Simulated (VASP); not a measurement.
# Au (R-3m) in VASP: single point with PBE

Aim: the single point of Au with PBE.

Program: VASP 6.6.1. These are calculated values, not measurements. Logs are shortened: lines on timing, memory, paths and dates and some standing lists are left out, and cuts for length are marked.

## Step 1: The cell of the first run

The structure is trigonal, space group R-3m (No. 166). Conventional cell: a = 2.851 Å, b = 2.851 Å, c = 15.983 Å, α = 90.00°, β = 90.00°, γ = 120.00°. Au (site symmetry 3m) has 10 Au at 2.80 to 3.02 Å within 3.7 Å.

## Step 2: Single point, PBE

The input, INCAR:

```
SYSTEM = Au
ALGO = Fast
EDIFF = 1E-6
ENCUT = 520
GGA = PE
ISIF = 2
ISMEAR = 0
LASPH = .True.
LCHARG = .True.
LELF = .True.
LREAL = .False.
LVHAR = .True.
LWAVE = .False.
NBANDS = 18
NELM = 60
PREC = Accurate
SIGMA = 0.1
```

The input, KPOINTS:

```
k-points
0
Gamma
  24 24 24
  0 0 0
```

The input, POSCAR:

```
Au
1.0
    1.4256233300      0.8230840133      5.3277244708
   -1.4256233300      0.8230840133      5.3277244708
    0.0000000000     -1.6461680266      5.3277244708
Au
2
Direct
    0.0875884785      0.0875884785      0.0875884785
    0.9124115215      0.9124115215      0.9124115215
```

Potentials or basis: VASP PAW PBE potentials, release 64 (Au).

Started as:

```bash
$ cat potpaw_PBE.64/Au/POTCAR > POTCAR
$ mpirun -np 1 vasp_std > vasp.out
```

OUTCAR:

```text
SYSTEM = Au
   EDIFF = 1E-6
   ENCUT = 520
   GGA = PE
   ISIF = 2
   ISMEAR = 0
   LASPH = .True.
   LREAL = .False.
   NELM = 60
   PREC = Accurate

 ion  position               nearest neighbor table
   1  0.088  0.088  0.088-   2 2.80   2 3.02   2 3.02   2 3.02
   2  0.912  0.912  0.912-   1 2.80   1 3.02   1 3.02   1 3.02

  LATTYP: Found a trigonal (rhomboedric) cell.
 ALAT       =     5.5762457988
 COS(alpha) =     0.8692758685

  Lattice vectors:

 A1 = (   1.4256233300,   0.8230840133,   5.3277244708)
 A2 = (  -1.4256233300,   0.8230840133,   5.3277244708)
 A3 = (   0.0000000000,  -1.6461680266,   5.3277244708)

Analysis of symmetry for initial positions (statically):
=====================================================================
 Subroutine PRICEL returns:
 Original cell was already a primitive cell.

 Routine SETGRP: Setting up the symmetry group for a
 trigonal (rhombohedral) supercell.

 Subroutine GETGRP returns: Found 12 space group operations
 (whereof 12 operations were pure point group operations)
 out of a pool of 12 trial point group operations.

The static configuration has the point symmetry D_3d.

Analysis of symmetry for dynamics (positions and initial velocities):
=====================================================================
 Subroutine PRICEL returns:
 Original cell was already a primitive cell.

 Routine SETGRP: Setting up the symmetry group for a
 trigonal (rhombohedral) supercell.

 Subroutine GETGRP returns: Found 12 space group operations
 (whereof 12 operations were pure point group operations)
 out of a pool of 12 trial point group operations.

The dynamic configuration has the point symmetry D_3d.

 Subroutine INISYM returns: Found 12 space group operations
 (whereof 12 operations are pure point group operations),
 and found     1 'primitive' translations

----------------------------------------------------------------------------------------

                                     Primitive cell

  volume of cell :      37.5096

  direct lattice vectors                    reciprocal lattice vectors
     1.425623330  0.823084013  5.327724471     0.350723778  0.202490468  0.062565798
    -1.425623330  0.823084013  5.327724471    -0.350723778  0.202490468  0.062565798
     0.000000000 -1.646168027  5.327724471     0.000000000 -0.404980935  0.062565798

  length of vectors
     5.576245799  5.576245799  5.576245799     0.409785355  0.409785355  0.409785355

  position of ions in fractional coordinates (direct lattice)
     0.087588479  0.087588479  0.087588479
     0.912411521  0.912411521  0.912411521

  ion indices of the primitive-cell ions
   primitive index   ion index
                 1           1
                 2           2

----------------------------------------------------------------------------------------

 KPOINTS: k-points

Automatic generation of k-mesh.
 Grid dimensions read from file:
 generate k-points for:   24   24   24

 Generating k-lattice:

  Cartesian coordinates                     Fractional coordinates (reciprocal lattice)
     0.014613491  0.008437103  0.002606908     0.041666667  0.000000000  0.000000000
    -0.014613491  0.008437103  0.002606908     0.000000000  0.041666667  0.000000000
     0.000000000 -0.016874206  0.002606908     0.000000000  0.000000000  0.041666667

  Length of vectors
     0.017074390  0.017074390  0.017074390

  Shift w.r.t. Gamma in fractional coordinates (k-lattice)
     0.000000000  0.000000000  0.000000000

 Subroutine IBZKPT returns following result:
 ===========================================

 Found   1313 irreducible k-points:

 Following reciprocal coordinates:
            Coordinates               Weight
  0.000000  0.000000  0.000000      1.000000
  0.041667 -0.000000  0.000000      6.000000
  0.083333  0.000000  0.000000      6.000000
  0.125000  0.000000  0.000000      6.000000
  0.166667 -0.000000  0.000000      6.000000
  0.208333  0.000000  0.000000      6.000000
[... 16 lines left out ...]
  0.416667  0.041667  0.000000     12.000000
  0.458333  0.041667  0.000000     12.000000
 [... further k-points ...]
   k-points           NKPTS =   1313   k-points in BZ     NKDIM =   1313   number of bands    NBANDS=     18
   number of dos      NEDOS =    301   number of ions     NIONS =      2
   total plane-waves  NPLWV =  74088
   dimension x,y,z NGX =    42 NGY =   42 NGZ =   42
   dimension x,y,z NGXF=    84 NGYF=   84 NGZF=   84
   ions per type =               2
   NGX,Y,Z   is equivalent  to a cutoff of  12.52, 12.52, 12.52 a.u.
   NGXF,Y,Z  is equivalent  to a cutoff of  25.04, 25.04, 25.04 a.u.
 SYSTEM =  Au
   PREC   = accura    normal or accurate (medium, high low for compatibility)
   ISTART =      0    job   : 0-new  1-cont  2-samecut
   ICHARG =      2    charge: 1-file 2-atom 10-const
   ISPIN  =      1    spin polarized calculation?
   LNONCOLLINEAR =      F non collinear calculations
   LSORBIT =      F    spin-orbit coupling
   LASPH  =      T    aspherical Exc in radial PAW
   ENCUT  =  520.0 eV  38.22 Ry    6.18 a.u.  10.37 10.37 10.37*2*pi/ulx,y,z
   NELM   =     60;   NELMIN=  2; NELMDL= -5     # of ELM steps
   EDIFF  = 0.1E-05   stopping-criterion for ELM
   LREAL  =      F    real-space projection
   EDIFFG = 0.1E-04   stopping-criterion for IOM
   NSW    =      0    number of steps for IOM
   IBRION =     -1    ionic relax: 0-MD 1-quasi-New 2-CG
   NFREE  =      0    steps in history (QN), initial steepest desc. (CG)
   ISIF   =      2    stress and relaxation
   ISYM   =      2    0-nonsym 1-usesym 2-fastsym
   POTIM  = 0.5000    time-step for ionic-motion
   TEBEG  =    0.0;   TEEND  =   0.0 temperature during run
   PSTRESS=    0.0 pullay stress
   NELECT =      22.0000    total number of electrons
   NUPDOWN=      -1.0000    fix difference up-down
   EMIN   =  10.00;   EMAX   =-10.00  energy-range for DOS
   EFERMI =   0.00;   METHOD = LEGACY
   ISMEAR =     0;   SIGMA  =   0.10  broadening in eV -4-tet -1-fermi 0-gaus
   EFERMI_NEDOS =   21; number of points for ismear=-14 and -15
   IALGO  =     68    algorithm
   IMIX   =      4    mixing-type and parameters
     AMIX     =   0.40;   BMIX     =  1.00
     AMIX_MAG =   1.60;   BMIX_MAG =  1.00
  volume/ion in A,a.u.               =      18.75       126.56
  Fermi-wavevector in a.u.,A,eV,Ry     =   1.370361  2.589607 25.550244  1.877890
  Thomas-Fermi vector in A             =   2.496154
   LORBIT       =      0    0 simple, 1 ext, 2 COOP (PROOUT), +10 PAW based schemes
   GGA     = PE    functional components
   LHFCALC =     F    Hartree Fock is set to
   AEXX    =    0.0000 exact exchange contribution
   IVDW    =     0    specifies the selected vdW correction
   LEPSILON=     F    determine dielectric tensor
   LRPA    =     F    only Hartree local field effects (RPA)
 non-spin polarized calculation
 RMM-DIIS sequential band-by-band and
 Gauss-broadening in eV      SIGMA  =   0.10
  energy-cutoff  :      520.00
  volume of cell :       37.51
 maximum number of plane-waves:      1025
 NGX is ok and might be reduce to    42
   NGX = 21   NGY = 21   NGZ = 21

 number of electron      22.0000001 magnetization

 Free energy of the ion-electron system (eV)
  ---------------------------------------------------
  ext. energy  EPLUGINS =         0.00000000
  ---------------------------------------------------
  free energy    TOTEN  =        -6.34477448 eV

  energy without entropy =       -6.34234737  energy(sigma->0) =       -6.34356093

 E-fermi :   7.9357     XC(G=0): -12.1009

 val. band max:        7.9330178796   @ k =  -0.3750   0.2500   0.2083
 cond. band min:       7.9419516810   @ k =   0.3750   0.1250   0.0833
 fundamental gap:      0.0089338014
 Fermi energy:         7.9356701151

 k-point     1 :       0.0000    0.0000    0.0000
  band No.  band energies     occupation
      1      -0.9925      2.00000
      2       1.0767      2.00000
      3       2.5191      2.00000
      4       3.7716      2.00000
      5       3.7716      2.00000
      6       3.7828      2.00000
[... 10 lines left out ...]
     17      27.7716      0.00000
     18      27.7733      0.00000

 k-point     2 :       0.0417   -0.0000    0.0000
  band No.  band energies     occupation
      1      -0.9352      2.00000
      2       1.1300      2.00000
      3       2.5365      2.00000
      4       3.7435      2.00000
      5       3.7622      2.00000
      6       3.8057      2.00000
[... 10 lines left out ...]
     17      27.1155      0.00000
     18      27.5462      0.00000

 k-point     3 :       0.0833    0.0000    0.0000
  band No.  band energies     occupation
      1      -0.7654      2.00000
      2       1.2853      2.00000
      3       2.5869      2.00000
      4       3.6644      2.00000
      5       3.7064      2.00000
      6       3.9076      2.00000
[... 10 lines left out ...]
     17      26.0558      0.00000
     18      26.9885      0.00000

 k-point     4 :       0.1250    0.0000    0.0000
  band No.  band energies     occupation
      1      -0.4914      2.00000
      2       1.5262      2.00000
      3       2.6630      2.00000
      4       3.5460      2.00000
      5       3.6381      2.00000
      6       4.0741      2.00000
[... 375 lines left out ...]
      4       2.9673      2.00000
      5       4.4952      2.00000
      6       4.6764      2.00000
[... 10 lines left out ...]
     17      22.6562      0.00000
     18      22.8514      0.00000

 k-point    23 :       0.4167    0.0417    0.0000
  band No.  band energies     occupation
      1       1.4704      2.00000
      2       1.8659      2.00000
      3       2.1975      2.00000
      4       2.9793      2.00000
      5       4.6461      2.00000
      6       4.7974      2.00000
[... 10 lines left out ...]
     17      21.9444      0.00000
     18      22.2534      0.00000

 k-point    24 :       0.4583    0.0417    0.0000
  band No.  band energies     occupation
      1       1.4833      2.00000
      2       1.7753      2.00000
      3       2.1001      2.00000
      4       2.9905      2.00000
      5       4.6513      2.00000
      6       4.7543      2.00000
[... 10 lines left out ...]
     17      21.4291      0.00000
     18      21.8694      0.00000

 [... further k-points ...]
[... 5 lines left out ...]
  --------------------------------------------------------------------------------------
  -------------------------------------------------------------------------------------
  Total       -0.0430718     -0.0430718     -0.0305702      0.0000000      0.0000000      0.0000000
  in kB       -1.8397633     -1.8397633     -1.3057700      0.0000000      0.0000000      0.0000000
  external PRESSURE =      -1.6617655 kB  Pullay stress =       0.0000000 kB

 VOLUME and BASIS-vectors are now :
 -----------------------------------------------------------------------------
  energy-cutoff  :      520.00
  volume of cell :       37.51
      direct lattice vectors                 reciprocal lattice vectors
     1.425623330  0.823084013  5.327724471     0.350723778  0.202490468  0.062565798
    -1.425623330  0.823084013  5.327724471    -0.350723778  0.202490468  0.062565798
     0.000000000 -1.646168027  5.327724471     0.000000000 -0.404980935  0.062565798

 POSITION                                       TOTAL-FORCE (eV/Angst)
 -----------------------------------------------------------------------------------
      0.00000      0.00000      1.39994         0.000000      0.000000     -0.002933
      0.00000      0.00000     14.58323         0.000000     -0.000000      0.002933
 -----------------------------------------------------------------------------------
    total drift:                                0.000000     -0.000000      0.000000

  FREE ENERGIE OF THE ION-ELECTRON SYSTEM (eV)
  ---------------------------------------------------
  free  energy   TOTEN  =        -6.3447744804 eV

  energy  without entropy=       -6.3423473734  energy(sigma->0) =       -6.34356093
```

Wall time 33 min (1 thread of Intel Xeon Platinum 8488C (Sapphire Rapids), shared host); peak memory 0.85 GiB.

Results:

```
Free energy            : -6.3448 eV
Pressure               : -0.2 GPa
Band gap on the k mesh : zero (bands 11 and 12 overlap by 5.08 eV)
```

Forces on the atoms (eV/Å):
```
Au   0.000  0.000 -0.003
Au   0.000  0.000  0.003
```

Caveat: spin-orbit coupling is left out, which moves the levels of the heavy elements.
